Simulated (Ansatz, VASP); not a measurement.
Ir: VASP beside Ansatz

```
CELL_PARAMETERS angstrom
2.69345 0.00000 0.00000
-1.34673 2.33260 0.00000
0.00000 0.00000 4.42774
ATOMIC_POSITIONS crystal
Ir 0.66667 0.33333 0.75000
Ir 0.33333 0.66667 0.25000
```

Alike in both runs: functional LDA; k mesh 10 × 10 × 5; occupations gaussian, width 0.15 eV; no spin polarisation.

Ansatz relaxed the structure, and its values are those at the end. VASP's run is a single point on that final structure, the one shown.

```csv
,VASP,Ansatz
version,VASP 6.6.1,Ansatz 0.2.0
potentials or method,"VASP PAW LDA potentials, release 64 (Ir_sv_GW), cutoff 560 eV","plane waves, PAW"
valence electrons in the cell,34,34
```

```csv
,VASP,Ansatz,Ansatz less VASP
gap on the k mesh at the Fermi level (eV),none,none,-
pressure (GPa),-0.3,0.0,+0.36
```

LDA's correlation is that of Perdew and Zunger in VASP and of Perdew and Wang (1992) in Ansatz. A gap of «none» marks a metal or a gap that the smearing closes. Ansatz's warnings: stress scf threshold loose.

Spin-orbit coupling is off throughout.
